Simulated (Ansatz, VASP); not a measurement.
## Two plane-wave programs on PbS2

Contents of INCAR:

```
  ALGO = Normal
  EDIFF = 1E-6
  ENCUT = 520
  GGA = PE
  ISIF = 2
  ISMEAR = -1
  LASPH = T
  LCHARG = T
  LELF = T
  LREAL = F
  LVHAR = T
  LWAVE = F
  NBANDS = 35
  NELM = 60
  PREC = Accurate
  SIGMA = 0.02
```

The input KPOINTS:

```
k-points
0
Gamma
  4 4 6
```

File POSCAR:

```
PbS2
1.0
    6.4731851627      0.0000000000      0.0000000000
    0.0000000000      6.4731851627      0.0000000000
    0.0000000000      0.0000000000      4.0737652464
Pb S
2 4
Direct
    0.0000000000      0.0000000000      0.0000000000
    0.5000000000      0.5000000000      0.5000000000
    0.3057980111      0.3057980111      0.0000000000
    0.1942019889      0.8057980111      0.5000000000
    0.8057980111      0.1942019889      0.5000000000
    0.6942019889      0.6942019889      0.0000000000
```

Input for Ansatz:

```yaml
crystal:
  lattice:
    - [6.4731851627, 0.0, 0.0]
    - [0.0, 6.4731851627, 0.0]
    - [0.0, 0.0, 4.0737652464]
  atoms:
    - { symbol: Pb, position: [0.0, 0.0, 0.0] }
    - { symbol: Pb, position: [0.5, 0.5, 0.5] }
    - { symbol: S, position: [0.3057980111, 0.3057980111, 0.0] }
    - { symbol: S, position: [0.1942019889, 0.8057980111, 0.5] }
    - { symbol: S, position: [0.8057980111, 0.1942019889, 0.5] }
    - { symbol: S, position: [0.6942019889, 0.6942019889, 0.0] }
kpoints:
  mp_grid: { grid: [4, 4, 6] }
hamiltonian:
  xc: pbe
scf:
  occupations: { method: fermi_dirac, width: 0.02 }
  n_extra_bands: 5
output:
  forces: true
  stress: true
  eigenvalues: true
```

Alike in both runs: task single point; functional PBE; k mesh 4 × 4 × 6; occupations fermi-dirac, width 0.02 eV; no spin polarisation.

|  | VASP | Ansatz |
| --- | --- | --- |
| version | VASP 6.6.1 | Ansatz 0.2.0 |
| potentials or method | VASP PAW PBE potentials, release 64 (Pb_d, S) | plane waves, PAW |
| plane-wave cutoff (eV) | 520 | 420 |
| valence electrons in the cell | 52 | 52 |

```csv
,VASP,Ansatz,Ansatz less VASP
pressure (GPa),-1.4,-1.3,+0.07
"traceless stress, the component that is largest in VASP (GPa)",-0.24,-0.22,+0.023
rms of the force components (eV/Å),0.031,0.030,-0.0014
```

Atom by atom the forces differ by 0.001 eV/Å (rms over components).

Neither program's run includes spin-orbit coupling.
